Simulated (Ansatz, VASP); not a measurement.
**W6Cl: VASP beside Ansatz**

```xyz
7
Lattice="3.1213 0.0000 0.0000 0.0000 4.4797 0.0000 0.0000 0.0000 9.1406" Properties=species:S:1:pos:R:3 pbc="T T T"
W     0.0000    0.0000    0.0000
W     1.5606    0.0000    6.9379
W     1.5606    0.0000    2.2028
W     1.5606    2.2398    0.0000
W     0.0000    2.2398    2.1973
W     0.0000    2.2398    6.9433
Cl    0.0000    0.0000    4.5703
```

Alike in both runs: functional PBE; k mesh 5 × 4 × 2; occupations gaussian, width 0.2 eV; no spin polarisation.

Ansatz relaxed the structure, and its values are those at the end. VASP's run is a single point on that final structure, the one shown.

|  | VASP | Ansatz |
| --- | --- | --- |
| version | VASP 6.6.1 | Ansatz 0.2.0 |
| potentials or method | VASP PAW PBE potentials, release 64 (W_sv, Cl), cutoff 520 eV | scalar-relativistic, plane waves, PAW |
| valence electrons in the cell | 91 | 91 |

VASP gave:

```
gap on the k mesh at the Fermi level (eV) : none
pressure (GPa)                            : 0.5
rms of the force components (eV/Å)        : 0.006
```

Estimate Ansatz's values.

gap on the k mesh at the Fermi level (eV): none; pressure (GPa): 0.1; rms of the force components (eV/Å): 0.013.

A gap of «none» marks a metal or a gap that the smearing closes. The functional is the same, so the differences come from potentials, cutoffs and numerics.

The k mesh is coarse, so the values compare programs but aren't converged. Spin-orbit coupling is off throughout.
